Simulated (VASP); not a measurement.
# GaSb (I-4m2) in VASP: single point with LDA

Aim: the single point of GaSb with LDA.

Everything below comes from runs of VASP 6.6.1. Logs are shortened: lines on timing, memory, paths and dates and some standing lists are left out, and cuts for length are marked.

## Step 1: The cell of the first run

Symmetry: I-4m2, No. 119, tetragonal system. Conventional cell: a = 5.507 Å, b = 5.507 Å, c = 3.181 Å, α = 90.00°, β = 90.00°, γ = 90.00°. Within 3.8 Å of Ga (site symmetry -4m2) lie 8 Sb at 2.87 to 3.64 Å and 2 Ga at 3.18 Å. Sb (site symmetry -4m2) has 8 Ga at 2.87 to 3.64 Å and 2 Sb at 3.18 Å within 3.8 Å.

## Step 2: Single point, LDA

Input file INCAR:

```
PREC = Accurate
ENCUT = 500
EDIFF = 1E-6
ISMEAR = -1
SIGMA = 0.05
LREAL = F
LASPH = T
NELM = 120
ALGO = Normal
ISIF = 2
LWAVE = F
LCHARG = T
GGA = CA
LELF = T
LVHAR = T
NBANDS = 16
GGA_COMPAT = F
```

Input file KPOINTS:

```
regular mesh
0
Gamma
  6 6 6
```

Input file POSCAR:

```
GaSb
1.0
   -2.7534350000      2.7534350000      1.5907050000
    2.7534350000     -2.7534350000      1.5907050000
    2.7534350000      2.7534350000     -1.5907050000
Ga Sb
1 1
Direct
    0.7500000000      0.2500000000      0.5000000000
    0.0000000000      0.0000000000      0.0000000000
```

Potentials or basis: VASP PAW LDA potentials, release 64 (Ga_d, Sb).

On the command line:

```
$ cat potpaw_LDA.64/Ga_d/POTCAR potpaw_LDA.64/Sb/POTCAR > POTCAR
$ mpirun -np 1 vasp_std > vasp.out
```

OUTCAR:

```text
PREC = Accurate
   ENCUT = 500
   EDIFF = 1E-6
   ISMEAR = -1
   LREAL = F
   LASPH = T
   NELM = 120
   ISIF = 2
   GGA = CA

 ion  position               nearest neighbor table
   1  0.750  0.250  0.500-   2 2.87   2 2.87   2 2.87   2 2.87
   2  0.000  0.000  0.000-   1 2.87   1 2.87   1 2.87   1 2.87

  LATTYP: Found a body centered tetragonal cell.
 ALAT       =     5.5068700000
 C/A-ratio  =     0.5777165613

  Lattice vectors:

 A1 = (  -2.7534350000,   2.7534350000,   1.5907050000)
 A2 = (   2.7534350000,  -2.7534350000,   1.5907050000)
 A3 = (   2.7534350000,   2.7534350000,  -1.5907050000)

Analysis of symmetry for initial positions (statically):
=====================================================================
 Subroutine PRICEL returns:
 Original cell was already a primitive cell.

 Routine SETGRP: Setting up the symmetry group for a
 body centered tetragonal supercell.

 Subroutine GETGRP returns: Found  8 space group operations
 (whereof  8 operations were pure point group operations)
 out of a pool of 16 trial point group operations.

The static configuration has the point symmetry D_2d.

Analysis of symmetry for dynamics (positions and initial velocities):
=====================================================================
 Subroutine PRICEL returns:
 Original cell was already a primitive cell.

 Routine SETGRP: Setting up the symmetry group for a
 body centered tetragonal supercell.

 Subroutine GETGRP returns: Found  8 space group operations
 (whereof  8 operations were pure point group operations)
 out of a pool of 16 trial point group operations.

The dynamic configuration has the point symmetry D_2d.

 Subroutine INISYM returns: Found  8 space group operations
 (whereof  8 operations are pure point group operations),
 and found     1 'primitive' translations

----------------------------------------------------------------------------------------

                                     Primitive cell

  volume of cell :      48.2391

  direct lattice vectors                    reciprocal lattice vectors
    -2.753435000  2.753435000  1.590705000     0.000000000  0.181591358  0.314326038
     2.753435000 -2.753435000  1.590705000     0.181591358  0.000000000  0.314326038
     2.753435000  2.753435000 -1.590705000     0.181591358  0.181591358  0.000000000

  length of vectors
     4.206322740  4.206322740  4.206322740     0.363010026  0.363010026  0.256808961

  position of ions in fractional coordinates (direct lattice)
     0.750000000  0.250000000  0.500000000
     0.000000000  0.000000000  0.000000000

  ion indices of the primitive-cell ions
   primitive index   ion index
                 1           1
                 2           2

----------------------------------------------------------------------------------------

 KPOINTS: regular mesh

Automatic generation of k-mesh.
 Grid dimensions read from file:
 generate k-points for:    6    6    6

 Generating k-lattice:

  Cartesian coordinates                     Fractional coordinates (reciprocal lattice)
     0.000000000  0.030265226  0.052387673     0.166666667  0.000000000  0.000000000
     0.030265226  0.000000000  0.052387673     0.000000000  0.166666667  0.000000000
     0.030265226  0.030265226  0.000000000     0.000000000  0.000000000  0.166666667

  Length of vectors
     0.060501671  0.060501671  0.042801493

  Shift w.r.t. Gamma in fractional coordinates (k-lattice)
     0.000000000  0.000000000  0.000000000

 Subroutine IBZKPT returns following result:
 ===========================================

 Found     30 irreducible k-points:

 Following reciprocal coordinates:
            Coordinates               Weight
  0.000000  0.000000  0.000000      1.000000
  0.166667  0.000000  0.000000      8.000000
  0.333333  0.000000 -0.000000      8.000000
  0.500000  0.000000  0.000000      4.000000
  0.166667  0.166667 -0.000000      8.000000
  0.333333  0.166667 -0.000000     16.000000
[... 16 lines left out ...]
 -0.333333 -0.333333  0.166667      8.000000
 -0.166667 -0.333333  0.166667      8.000000
 [... further k-points ...]
   k-points           NKPTS =     30   k-points in BZ     NKDIM =     30   number of bands    NBANDS=     16
   number of dos      NEDOS =    301   number of ions     NIONS =      2
   total plane-waves  NPLWV =  32768
   dimension x,y,z NGX =    32 NGY =   32 NGZ =   32
   dimension x,y,z NGXF=    64 NGYF=   64 NGZF=   64
   ions per type =               1   1
   NGX,Y,Z   is equivalent  to a cutoff of  12.65, 12.65, 12.65 a.u.
   NGXF,Y,Z  is equivalent  to a cutoff of  25.29, 25.29, 25.29 a.u.
 SYSTEM =  unknown system
   PREC   = accura    normal or accurate (medium, high low for compatibility)
   ISTART =      0    job   : 0-new  1-cont  2-samecut
   ICHARG =      2    charge: 1-file 2-atom 10-const
   ISPIN  =      1    spin polarized calculation?
   LNONCOLLINEAR =      F non collinear calculations
   LSORBIT =      F    spin-orbit coupling
   LASPH  =      T    aspherical Exc in radial PAW
   ENCUT  =  500.0 eV  36.75 Ry    6.06 a.u.   7.67  7.67  7.67*2*pi/ulx,y,z
   NELM   =    120;   NELMIN=  2; NELMDL= -5     # of ELM steps
   EDIFF  = 0.1E-05   stopping-criterion for ELM
   LREAL  =      F    real-space projection
   EDIFFG = 0.1E-04   stopping-criterion for IOM
   NSW    =      0    number of steps for IOM
   IBRION =     -1    ionic relax: 0-MD 1-quasi-New 2-CG
   NFREE  =      0    steps in history (QN), initial steepest desc. (CG)
   ISIF   =      2    stress and relaxation
   ISYM   =      2    0-nonsym 1-usesym 2-fastsym
   POTIM  = 0.5000    time-step for ionic-motion
   TEBEG  =    0.0;   TEEND  =   0.0 temperature during run
   PSTRESS=    0.0 pullay stress
   NELECT =      18.0000    total number of electrons
   NUPDOWN=      -1.0000    fix difference up-down
   EMIN   =  10.00;   EMAX   =-10.00  energy-range for DOS
   EFERMI =   0.00;   METHOD = LEGACY
   ISMEAR =    -1;   SIGMA  =   0.05  broadening in eV -4-tet -1-fermi 0-gaus
   EFERMI_NEDOS =   21; number of points for ismear=-14 and -15
   IALGO  =     38    algorithm
   IMIX   =      4    mixing-type and parameters
     AMIX     =   0.40;   BMIX     =  1.00
     AMIX_MAG =   1.60;   BMIX_MAG =  1.00
  volume/ion in A,a.u.               =      24.12       162.77
  Fermi-wavevector in a.u.,A,eV,Ry     =   1.178599  2.227228 18.899779  1.389095
  Thomas-Fermi vector in A             =   2.314925
   LORBIT       =      0    0 simple, 1 ext, 2 COOP (PROOUT), +10 PAW based schemes
   GGA     = CA    functional components
   LHFCALC =     F    Hartree Fock is set to
   AEXX    =    0.0000 exact exchange contribution
   IVDW    =     0    specifies the selected vdW correction
   LEPSILON=     F    determine dielectric tensor
   LRPA    =     F    only Hartree local field effects (RPA)
 non-spin polarized calculation
  energy-cutoff  :      500.00
  volume of cell :       48.24
 maximum number of plane-waves:      1253
 NGX is ok and might be reduce to    32
   NGX = 15   NGY = 15   NGZ = 15

 number of electron      17.9999994 magnetization

 Free energy of the ion-electron system (eV)
  ---------------------------------------------------
  ext. energy  EPLUGINS =         0.00000000
  ---------------------------------------------------
  free energy    TOTEN  =        -8.30894466 eV

  energy without entropy =       -8.30167035  energy(sigma->0) =       -8.30530751

 E-fermi :   6.5352     XC(G=0): -10.4556

 val. band max:        6.4761675882   @ k =   0.3333   0.1667  -0.0000
 cond. band min:       6.7828868104   @ k =   0.3333   0.0000  -0.0000
 fundamental gap:      0.3067192222
 Fermi energy:         6.5352014134

 k-point     1 :       0.0000    0.0000    0.0000
  band No.  band energies     occupation
      1      -8.6339      2.00000
      2      -8.5461      2.00000
      3      -8.5383      2.00000
      4      -8.5211      2.00000
      5      -8.5211      2.00000
      6      -5.5769      2.00000
[... 8 lines left out ...]
     15      16.0364      0.00000
     16      16.9446      0.00000

 k-point     2 :       0.1667    0.0000    0.0000
  band No.  band energies     occupation
      1      -8.6013      2.00000
      2      -8.5497      2.00000
      3      -8.5372      2.00000
      4      -8.5343      2.00000
      5      -8.5305      2.00000
      6      -5.0515      2.00000
[... 8 lines left out ...]
     15      14.8138      0.00000
     16      15.8391      0.00000

 k-point     3 :       0.3333    0.0000   -0.0000
  band No.  band energies     occupation
      1      -8.5719      2.00000
      2      -8.5640      2.00000
      3      -8.5519      2.00000
      4      -8.5307      2.00000
      5      -8.5202      2.00000
      6      -3.5384      2.00000
[... 8 lines left out ...]
     15      13.6899      0.00000
     16      16.9596      0.00000

 k-point     4 :       0.5000    0.0000    0.0000
  band No.  band energies     occupation
      1      -8.5856      2.00000
      2      -8.5781      2.00000
      3      -8.5550      2.00000
      4      -8.5144      2.00000
      5      -8.4985      2.00000
      6      -1.9777      2.00000
[... 8 lines left out ...]
     15      16.6729      0.00000
     16      17.2236      0.00000

 k-point     5 :       0.1667    0.1667   -0.0000
  band No.  band energies     occupation
      1      -8.5673      2.00000
      2      -8.5637      2.00000
      3      -8.5520      2.00000
      4      -8.5334      2.00000
      5      -8.5225      2.00000
      6      -3.7633      2.00000
[... 8 lines left out ...]
     15      14.5519      0.00000
     16      15.0968      0.00000

 k-point     6 :       0.3333    0.1667   -0.0000
  band No.  band energies     occupation
      1      -8.5837      2.00000
      2      -8.5768      2.00000
      3      -8.5566      2.00000
      4      -8.5153      2.00000
      5      -8.4992      2.00000
      6      -2.0147      2.00000
[... 8 lines left out ...]
     15      16.0090      0.00000
     16      16.7743      0.00000

 k-point     7 :       0.5000    0.1667    0.0000
  band No.  band energies     occupation
      1      -8.5747      2.00000
      2      -8.5636      2.00000
      3      -8.5546      2.00000
      4      -8.5288      2.00000
      5      -8.5169      2.00000
      6      -2.9411      2.00000
[... 8 lines left out ...]
     15      15.6669      0.00000
     16      16.6162      0.00000

 k-point     8 :      -0.3333    0.1667    0.0000
  band No.  band energies     occupation
      1      -8.5978      2.00000
      2      -8.5579      2.00000
      3      -8.5376      2.00000
      4      -8.5328      2.00000
      5      -8.5250      2.00000
      6      -4.5865      2.00000
[... 8 lines left out ...]
     15      15.3803      0.00000
     16      16.0883      0.00000

 k-point     9 :      -0.1667    0.1667    0.0000
  band No.  band energies     occupation
      1      -8.6315      2.00000
      2      -8.5511      2.00000
      3      -8.5354      2.00000
      4      -8.5216      2.00000
      5      -8.5188      2.00000
      6      -5.3371      2.00000
[... 8 lines left out ...]
     15      15.5079      0.00000
     16      16.6556      0.00000
[... 172 lines left out ...]
 k-point    19 :      -0.1667    0.3333    0.1667
  band No.  band energies     occupation
      1      -8.5976      2.00000
      2      -8.5721      2.00000
      3      -8.5359      2.00000
      4      -8.5316      2.00000
      5      -8.5194      2.00000
      6      -4.1290      2.00000
[... 8 lines left out ...]
     15      16.8830      0.00000
     16      17.4952      0.00000

 k-point    20 :       0.5000    0.5000    0.1667
  band No.  band energies     occupation
      1      -8.6256      2.00000
      2      -8.5813      2.00000
      3      -8.5219      2.00000
      4      -8.5208      2.00000
      5      -8.5131      2.00000
      6      -3.8964      2.00000
[... 8 lines left out ...]
     15      16.4057      0.00000
     16      18.3704      0.00000

 k-point    21 :      -0.3333    0.5000    0.1667
  band No.  band energies     occupation
      1      -8.5967      2.00000
      2      -8.5852      2.00000
      3      -8.5345      2.00000
      4      -8.5299      2.00000
      5      -8.5153      2.00000
      6      -3.4335      2.00000
[... 8 lines left out ...]
     15      17.0557      0.00000
     16      17.9104      0.00000

 k-point    22 :      -0.1667    0.5000    0.1667
  band No.  band energies     occupation
      1      -8.5814      2.00000
      2      -8.5628      2.00000
      3      -8.5587      2.00000
      4      -8.5286      2.00000
      5      -8.5129      2.00000
      6      -2.4347      2.00000
[... 8 lines left out ...]
     15      17.4526      0.00000
     16      17.6561      0.00000

 k-point    23 :      -0.3333   -0.3333    0.1667
  band No.  band energies     occupation
      1      -8.5838      2.00000
      2      -8.5631      2.00000
      3      -8.5590      2.00000
      4      -8.5296      2.00000
      5      -8.5117      2.00000
      6      -2.0920      2.00000
[... 8 lines left out ...]
     15      17.1308      0.00000
     16      17.6114      0.00000

 k-point    24 :      -0.1667   -0.3333    0.1667
  band No.  band energies     occupation
      1      -8.5792      2.00000
      2      -8.5764      2.00000
      3      -8.5623      2.00000
      4      -8.5156      2.00000
      5      -8.5018      2.00000
      6      -2.2521      2.00000
[... 8 lines left out ...]
     15      16.2335      0.00000
     16      18.1798      0.00000

 [... further k-points ...]

------------------------ aborting loop because EDIFF is reached ----------------------------------------

  FORCE on cell =-STRESS in cart. coord.  units (eV):
  Direction    XX          YY          ZZ          XY          YZ          ZX
  --------------------------------------------------------------------------------------
  -------------------------------------------------------------------------------------
  Total       -0.9385351     -0.9385351     -1.7256225      0.0000000      0.0000000      0.0000000
  in kB      -31.1717938    -31.1717938    -57.3135192      0.0000000      0.0000000      0.0000000
  external PRESSURE =     -39.8857023 kB  Pullay stress =       0.0000000 kB

 VOLUME and BASIS-vectors are now :
 -----------------------------------------------------------------------------
  energy-cutoff  :      500.00
  volume of cell :       48.24
      direct lattice vectors                 reciprocal lattice vectors
    -2.753435000  2.753435000  1.590705000     0.000000000  0.181591358  0.314326038
     2.753435000 -2.753435000  1.590705000     0.181591358  0.000000000  0.314326038
     2.753435000  2.753435000 -1.590705000     0.181591358  0.181591358  0.000000000

 POSITION                                       TOTAL-FORCE (eV/Angst)
 -----------------------------------------------------------------------------------
     -0.00000      2.75344      0.79535        -0.000000      0.000000     -0.000000
      0.00000      0.00000      0.00000         0.000000     -0.000000      0.000000
 -----------------------------------------------------------------------------------
    total drift:                                0.000000     -0.000000      0.000000

  FREE ENERGIE OF THE ION-ELECTRON SYSTEM (eV)
  ---------------------------------------------------
  free  energy   TOTEN  =        -8.3089446634 eV

  energy  without entropy=       -8.3016703491  energy(sigma->0) =       -8.30530751
```

Wall time 8 s (1 thread of Intel Xeon 6975P-C (Granite Rapids), shared host); peak memory 0.16 GiB.

Results:

```
Free energy            : -8.3089 eV
Pressure               : -4.0 GPa
Band gap on the k mesh : zero (bands 9 and 10 overlap by 4.78 eV)
```

Levels at points of the mesh, in eV from the Fermi level:
```tsv
k point	band 5	band 6	band 7	band 8	band 9	band 10	band 11	band 12	band 13	band 14
(0.00, 0.00, 0.00)	-15.06	-12.11	-3.19	-2.00	-2.00	3.35	4.74	6.87	6.87	7.21
(0.50, 0.00, 0.00)	-15.03	-8.51	-5.77	-2.65	-1.62	-1.31	2.29	3.07	4.92	7.85
(0.50, 0.50, 0.00)	-15.05	-10.65	-8.19	-0.15	1.63	1.94	2.19	4.32	6.31	8.15
(0.50, 0.50, 0.50)	-15.04	-9.52	-6.11	-5.08	-5.08	3.22	4.74	10.07	10.07	12.05
```

Caveat: the k points lie up to 0.38 Å⁻¹ apart, too coarse for converged energies and pressures of a metal; spin-orbit coupling is left out, which moves the levels of the heavy elements.

The gap in the log of VASP goes by the Fermi energy; the results here count the filled bands.